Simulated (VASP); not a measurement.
Crystal: NaI.

```
CELL_PARAMETERS angstrom
0.00000 3.52016 3.54319
3.52016 0.00000 3.54319
3.52016 3.52016 0.00000
ATOMIC_POSITIONS crystal
Na 0.00000 0.00000 0.00000
I 0.25000 0.25000 0.25000
```

This cell differs from its parent crystal: biaxial xy strain -0.7%.

Base run:

| Property | Result |
| --- | --- |
| Program | VASP 6.6.1 |
| Functional | r2SCAN |
| Potentials or basis | VASP PAW PBE potentials, release 64 (Na_pv, I) |
| Cutoff | 520 eV |
| k mesh | 6 × 6 × 6 |
| Occupations | gaussian, width 0.01 eV |
| Spin | no spin polarisation |

Its results: band gap on the k mesh 4.44 eV; pressure 0.1 GPa.

**Question.** The run is repeated on the same cell with these changes: functional from r2SCAN to PBE; occupations from gaussian, width 0.01 eV to fermi-dirac, width 0.02 eV. What comes out?

**Answer.** Band gap on the k mesh 3.84 eV; pressure 0.5 GPa.

Caveats: spin-orbit coupling is left out, which moves the levels of the heavy elements; the PAW data sets were made with another functional, which shifts forces and pressure a little (at least some runs).

